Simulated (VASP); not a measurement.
# Co in VASP: further runs, part 2 of 2

VASP 6.6.1. The steps go on from the part before.

## Step 3: Single point, RPBE+D3(BJ), collinear spin, ferromagnetic start

This run uses another cell than the first one, of 9.72 Å³/atom.

Input file INCAR:

```
SYSTEM = Co
PREC = Accurate
ENCUT = 520
EDIFF = 1E-6
ISMEAR = -1
SIGMA = 0.05
LREAL = .False.
LASPH = .True.
NELM = 150
ALGO = Normal
ISIF = 2
LWAVE = .False.
LCHARG = .False.
ISPIN = 2
MAGMOM = 2 2
LORBIT = 11
LMAXMIX = 4
GGA = RP
IVDW = 12
NBANDS = 20
```

Input file KPOINTS:

```
regular mesh
0
Gamma
  12 12 7
  0 0 0
```

Input file POSCAR:

```
Co
1.0
    2.4038246263      0.0000000000      0.0000000000
   -1.2019123131      2.0817731926      0.0000000000
    0.0000000000      0.0000000000      3.8846293779
Co
2
Direct
    0.3333333333      0.6666666667      0.7499998884
    0.6666666667      0.3333333333      0.2500001116
```

Potentials or basis: VASP PAW PBE potentials, release 64 (Co).

Run with:

```console
cat potpaw_PBE.64/Co/POTCAR > POTCAR
mpirun -np 1 vasp_std > vasp.out
```

OUTCAR:

```text
SYSTEM = Co
   PREC = Accurate
   ENCUT = 520
   EDIFF = 1E-6
   ISMEAR = -1
   LREAL = .False.
   LASPH = .True.
   NELM = 150
   ISIF = 2
   ISPIN = 2
   LORBIT = 11
   GGA = RP
   IVDW = 12
 IVDW          = 12

 ion  position               nearest neighbor table
   1  0.333  0.667  0.750-   2 2.39   2 2.39   2 2.39   2 2.39   2 2.39   2 2.39
   2  0.667  0.333  0.250-   1 2.39   1 2.39   1 2.39   1 2.39   1 2.39   1 2.39

  LATTYP: Found a hexagonal cell.
 ALAT       =     2.4038246263
 C/A-ratio  =     1.6160202934

  Lattice vectors:

 A1 = (   2.4038246263,   0.0000000000,   0.0000000000)
 A2 = (  -1.2019123131,   2.0817731926,   0.0000000000)
 A3 = (   0.0000000000,   0.0000000000,   3.8846293779)

Analysis of symmetry for initial positions (statically):
=====================================================================
 Subroutine PRICEL returns:
 Original cell was already a primitive cell.

 Routine SETGRP: Setting up the symmetry group for a
 hexagonal supercell.

 Subroutine GETGRP returns: Found 24 space group operations
 (whereof 12 operations were pure point group operations)
 out of a pool of 24 trial point group operations.

The static configuration has the point symmetry D_3d.
 The point group associated with its full space group is D_6h.

Analysis of symmetry for dynamics (positions and initial velocities):
=====================================================================
 Subroutine PRICEL returns:
 Original cell was already a primitive cell.

 Routine SETGRP: Setting up the symmetry group for a
 hexagonal supercell.

 Subroutine GETGRP returns: Found 24 space group operations
 (whereof 12 operations were pure point group operations)
 out of a pool of 24 trial point group operations.

The dynamic configuration has the point symmetry D_3d.
 The point group associated with its full space group is D_6h.

Analysis of structural, dynamic, and magnetic symmetry:
=====================================================================
 Subroutine PRICEL returns:
 Original cell was already a primitive cell.

 Routine SETGRP: Setting up the symmetry group for a
 hexagonal supercell.

 Subroutine GETGRP returns: Found 24 space group operations
 (whereof 12 operations were pure point group operations)
 out of a pool of 24 trial point group operations.

The overall configuration has the point symmetry D_3d.
 The point group associated with its full space group is D_6h.

 Subroutine INISYM returns: Found 24 space group operations
 (whereof 12 operations are pure point group operations),
 and found     1 'primitive' translations

----------------------------------------------------------------------------------------

                                     Primitive cell

  volume of cell :      19.4395

  direct lattice vectors                    reciprocal lattice vectors
     2.403824626  0.000000000  0.000000000     0.416003726  0.240179863  0.000000000
    -1.201912313  2.081773193  0.000000000     0.000000000  0.480359726  0.000000000
     0.000000000  0.000000000  3.884629378     0.000000000  0.000000000  0.257424815

  length of vectors
     2.403824626  2.403824626  3.884629378     0.480359726  0.480359726  0.257424815

  position of ions in fractional coordinates (direct lattice)
     0.333333333  0.666666667  0.749999888
     0.666666667  0.333333333  0.250000112

  ion indices of the primitive-cell ions
[... 69 lines left out ...]
   ISPIN  =      2    spin polarized calculation?
   LNONCOLLINEAR =      F non collinear calculations
   LSORBIT =      F    spin-orbit coupling
   LASPH  =      T    aspherical Exc in radial PAW
   ENCUT  =  520.0 eV  38.22 Ry    6.18 a.u.   4.47  4.47  7.22*2*pi/ulx,y,z
   NELM   =    150;   NELMIN=  2; NELMDL= -5     # of ELM steps
   EDIFF  = 0.1E-05   stopping-criterion for ELM
   LREAL  =      F    real-space projection
   EDIFFG = 0.1E-04   stopping-criterion for IOM
   NSW    =      0    number of steps for IOM
   IBRION =     -1    ionic relax: 0-MD 1-quasi-New 2-CG
   NFREE  =      0    steps in history (QN), initial steepest desc. (CG)
   ISIF   =      2    stress and relaxation
   ISYM   =      2    0-nonsym 1-usesym 2-fastsym
   POTIM  = 0.5000    time-step for ionic-motion
   TEBEG  =    0.0;   TEEND  =   0.0 temperature during run
   PSTRESS=    0.0 pullay stress
   NELECT =      18.0000    total number of electrons
   NUPDOWN=      -1.0000    fix difference up-down
   EMIN   =  10.00;   EMAX   =-10.00  energy-range for DOS
   EFERMI =   0.00;   METHOD = LEGACY
   ISMEAR =    -1;   SIGMA  =   0.05  broadening in eV -4-tet -1-fermi 0-gaus
   EFERMI_NEDOS =   21; number of points for ismear=-14 and -15
   IALGO  =     38    algorithm
   IMIX   =      4    mixing-type and parameters
     AMIX     =   0.40;   BMIX     =  1.00
     AMIX_MAG =   1.60;   BMIX_MAG =  1.00
  volume/ion in A,a.u.               =       9.72        65.59
  Fermi-wavevector in a.u.,A,eV,Ry     =   1.595648  3.015337 34.641689  2.546092
  Thomas-Fermi vector in A             =   2.693534
   LORBIT       =     11    0 simple, 1 ext, 2 COOP (PROOUT), +10 PAW based schemes
   GGA     = RP    functional components
   LHFCALC =     F    Hartree Fock is set to
   AEXX    =    0.0000 exact exchange contribution
   IVDW    =    12    specifies the selected vdW correction
   LEPSILON=     F    determine dielectric tensor
   LRPA    =     F    only Hartree local field effects (RPA)
 spin polarized calculation
  energy-cutoff  :      520.00
  volume of cell :       19.44
 maximum number of plane-waves:       543
 NGX is ok and might be reduce to    18
   NGX =  9   NGY =  9   NGZ = 15

 number of electron      18.0000019 magnetization       3.0070237

 Free energy of the ion-electron system (eV)
  ---------------------------------------------------
  ext. energy  EPLUGINS =         0.00000000
  ---------------------------------------------------
  free energy    TOTEN  =       -12.75351421 eV

  energy without entropy =      -12.74086369  energy(sigma->0) =      -12.74718895

 E-fermi :  12.0356     XC(G=0): -13.9606

 val. band max:       12.0312220074   @ k =   0.1667   0.1667   0.2857
 cond. band min:      12.0369349175   @ k =   0.3333   0.0000   0.4286
 fundamental gap:      0.0057129101
 Fermi energy:        12.0356101267

 spin component 1

 k-point     1 :       0.0000    0.0000    0.0000
  band No.  band energies     occupation
      1       2.4973      1.00000
      2       6.3703      1.00000
      3       9.2609      1.00000
      4       9.2815      1.00000
      5       9.2815      1.00000
      6       9.6568      1.00000
[... 541 lines left out ...]
     19      37.2556      0.00000
     20      38.8283      0.00000

 [... further k-points ...]

 spin component 2

 k-point     1 :       0.0000    0.0000    0.0000
  band No.  band energies     occupation
      1       2.4613      1.00000
      2       7.2597      1.00000
      3      10.8317      1.00000
      4      10.8388      1.00000
      5      10.8388      1.00000
      6      11.2711      1.00000
[... 541 lines left out ...]
     19      37.6711      0.00000
     20      39.1139      0.00000

 [... further k-points ...]

------------------------ aborting loop because EDIFF is reached ----------------------------------------

 Edisp (eV)   -4.70305

 E8    (eV) :    -3.0424

  FORCE on cell =-STRESS in cart. coord.  units (eV):
  Direction    XX          YY          ZZ          XY          YZ          ZX
  --------------------------------------------------------------------------------------
  -------------------------------------------------------------------------------------
  Total      -0.15793    -0.15793    -0.16522    -0.00000    -0.00000     0.00000
  in kB     -13.01652   -13.01652   -13.61734    -0.00000    -0.00000     0.00000
  external pressure =      -13.22 kB  Pullay stress =        0.00 kB

 VOLUME and BASIS-vectors are now :
 -----------------------------------------------------------------------------
  energy-cutoff  :      520.00
  volume of cell :       19.44
      direct lattice vectors                 reciprocal lattice vectors
     2.403824626  0.000000000  0.000000000     0.416003726  0.240179863  0.000000000
    -1.201912313  2.081773193  0.000000000     0.000000000  0.480359726  0.000000000
     0.000000000  0.000000000  3.884629378     0.000000000  0.000000000  0.257424815

 POSITION                                       TOTAL-FORCE (eV/Angst)
 -----------------------------------------------------------------------------------
     -0.00000      1.38785      2.91347         0.000000     -0.000000      0.000000
      1.20191      0.69392      0.97116        -0.000000      0.000000      0.000000
 -----------------------------------------------------------------------------------
    total drift:                                0.000000     -0.000000      0.000000

  FREE ENERGIE OF THE ION-ELECTRON SYSTEM (eV)
  ---------------------------------------------------
  free  energy   TOTEN  =       -17.4565678362 eV

  energy  without entropy=      -17.4439173128  energy(sigma->0) =      -17.45024257

 total charge

# of ion       s       p       d       tot
------------------------------------------
    1        0.540   0.627   7.348   8.515
    2        0.540   0.627   7.348   8.515
--------------------------------------------------
tot          1.080   1.253  14.696  17.029

 magnetization (x)

# of ion       s       p       d       tot
------------------------------------------
    1       -0.018  -0.060   1.581   1.504
    2       -0.018  -0.060   1.581   1.504
--------------------------------------------------
tot         -0.036  -0.120   3.162   3.007
```

OSZICAR:

```text
N       E                     dE             d eps       ncg     rms          rms(c)
DAV:   1     0.854160513855E+02    0.85416E+02   -0.82647E+03  6496   0.127E+03
DAV:   2    -0.996113592468E+01   -0.95377E+02   -0.85829E+02  6192   0.219E+02
DAV:   3    -0.144357026678E+02   -0.44746E+01   -0.42981E+01  6908   0.569E+01
DAV:   4    -0.145024394914E+02   -0.66737E-01   -0.66690E-01  7504   0.609E+00
DAV:   5    -0.145043817281E+02   -0.19422E-02   -0.19422E-02  7028   0.100E+00    0.166E+01
DAV:   6    -0.129981694655E+02    0.15062E+01   -0.54144E+00  6936   0.494E+01    0.587E+00
DAV:   7    -0.127961605659E+02    0.20201E+00   -0.67568E-01  7448   0.158E+01    0.404E+00
DAV:   8    -0.127659348688E+02    0.30226E-01   -0.14663E-02  8356   0.150E+00    0.206E+00
DAV:   9    -0.127533179165E+02    0.12617E-01   -0.17883E-03 10188   0.823E-01    0.417E-01
DAV:  10    -0.127534827666E+02   -0.16485E-03   -0.10415E-03  8628   0.434E-01    0.896E-02
DAV:  11    -0.127535137844E+02   -0.31018E-04   -0.51829E-05  7096   0.716E-02    0.262E-02
DAV:  12    -0.127535142115E+02   -0.42713E-06   -0.32042E-06  7152   0.180E-02
   1 F= -.17456568E+02 E0= -.17450243E+02  d E =-.126505E-01  mag=     3.0064
```

stdout:

```text
POSCAR found type information on POSCAR Co
 POSCAR found :  1 types and       2 ions
 scaLAPACK will be used
 -----------------------------------------------------------------------------
|                                                                             |
|                                                                             |
|     You enforced a specific xc type in the INCAR file but a different       |
|     I HOPE YOU KNOW WHAT YOU ARE DOING!                                     |
|                                                                             |
 -----------------------------------------------------------------------------

 LDA part: xc-table for (Slater+PW92), standard interpolation
 POSCAR, INCAR and KPOINTS ok, starting setup
 FFT: planning ... GRIDC
 FFT: planning ... GRID_SOFT
 FFT: planning ... GRID
 WAVECAR not read
 entering main loop
```

It took 44 s on 1 thread of Intel Xeon Platinum 8488C (Sapphire Rapids), shared host; peak memory 0.17 GiB.

What came out:

```yaml
Free_energy: -17.4566 eV
Pressure: -1.3 GPa
Net_moment: 3.01 μB per cell
Site_moments: Co +1.50 μB
Valence_electrons_inside_the_program's_atomic_spheres: Co 8.52
Dispersion_energy_per_atom: -2.352 eV
```

Caveat: the dispersion term is far too large for a dense solid, which distorts pressure and volume; the PAW data sets were made with another functional, which shifts forces and pressure a little.

## Step 4: Single point, PBE+D3(BJ), collinear spin, ferromagnetic start

This run uses another cell than the first one, of 10.55 Å³/atom.

Input file INCAR:

```
PREC = Accurate ; ENCUT = 520
EDIFF = 1E-6 ; ISMEAR = -1
SIGMA = 0.05 ; LREAL = F
LASPH = T ; NELM = 150
ALGO = Normal ; ISIF = 2
LWAVE = F ; LCHARG = T
ISPIN = 2 ; MAGMOM = 2 2
LORBIT = 11 ; LMAXMIX = 4
GGA = PE ; IVDW = 12
LELF = T ; LVHAR = T
NBANDS = 20
```

Input file KPOINTS:

```
regular mesh
0
Gamma
  12 12 7
```

Input file POSCAR:

```
Co
1.0
    2.4719300714      0.0000000000      0.0000000000
   -1.2359650357      2.1407542382      0.0000000000
    0.0000000000      0.0000000000      3.9877981750
Co
2
Direct
    0.3333333333      0.6666666667      0.7500015708
    0.6666666667      0.3333333333      0.2499984292
```

Run with:

```console
cat potpaw_PBE.64/Co/POTCAR > POTCAR
mpirun -np 1 vasp_std > vasp.out
```

Run time: 41 s. Hardware: 1 thread of Intel Xeon Platinum 8488C (Sapphire Rapids), shared host; peak memory 0.17 GiB.

It converged, with:

```
Free energy                                           : -14.9224 eV
Pressure                                              : -1.0 GPa
Net moment                                            : 3.18 μB per cell
Site moments                                          : Co +1.60 μB
Valence electrons inside the program's atomic spheres : Co 8.33
Dispersion energy per atom                            : -0.429 eV
```

Stress tensor (GPa, compression positive):
```
-0.94  0.00  0.00
 0.00 -0.94  0.00
 0.00  0.00 -1.09
```

Levels at points of the mesh, in eV from the Fermi level:
Spin up:
| k point | band 8 | band 9 | band 10 | band 11 | band 12 | band 13 | band 14 | band 15 |
| --- | --- | --- | --- | --- | --- | --- | --- | --- |
| (0.00, 0.00, 0.00) | -1.93 | -1.93 | -0.77 | -0.77 | -0.05 | 6.65 | 22.19 | 25.02 |
| (0.50, 0.00, 0.00) | -0.65 | -0.53 | -0.49 | 1.39 | 3.46 | 9.94 | 10.63 | 13.03 |
Spin down:
```
           k point  band 4  band 5  band 6  band 7  band 8  band 9  band 10  band 11
(0.00, 0.00, 0.00)   -1.00   -1.00   -0.61   -0.61   -0.19   -0.19    -0.10     1.08
(0.50, 0.00, 0.00)   -1.90   -1.17   -1.06   -0.63    1.22    1.36     1.39     2.63
```

## Step 5: Overview

```csv
level,potentials or basis,cell,cutoff (eV),gap on the mesh (eV),pressure (GPa),moment (μB)
BLYP,"VASP PAW PBE potentials, release 64 (Co_sv)","a = 2.487, b = 2.487, c = 4.063 Å, angles 90.0, 90.0, 120.0°, 2 atoms, atomic positions A",690,none,8.9,3.20
RPBE+D3(BJ),"VASP PAW PBE potentials, release 64 (Co)","a = 2.404, b = 2.404, c = 3.885 Å, angles 90.0, 90.0, 120.0°, 2 atoms, atomic positions B",520,none,-1.3,3.01
PBE+D3(BJ),"VASP PAW PBE potentials, release 64 (Co)","a = 2.472, b = 2.472, c = 3.988 Å, angles 90.0, 90.0, 120.0°, 2 atoms, atomic positions B",520,none,-1.0,3.18
```

Alike in all rows: task single point; spin collinear, ferromagnetic start; k mesh 12 × 12 × 7; smearing fermi-dirac 0.05 eV.

Caveats: the PAW data sets were made with another functional, which shifts forces and pressure a little (at least some runs); the cell stands under pressure (at least some runs); the dispersion term is far too large for a dense solid, which distorts pressure and volume (at least some runs).

Total energies depend on the potentials used, so only differences within one code and one set of settings carry meaning.
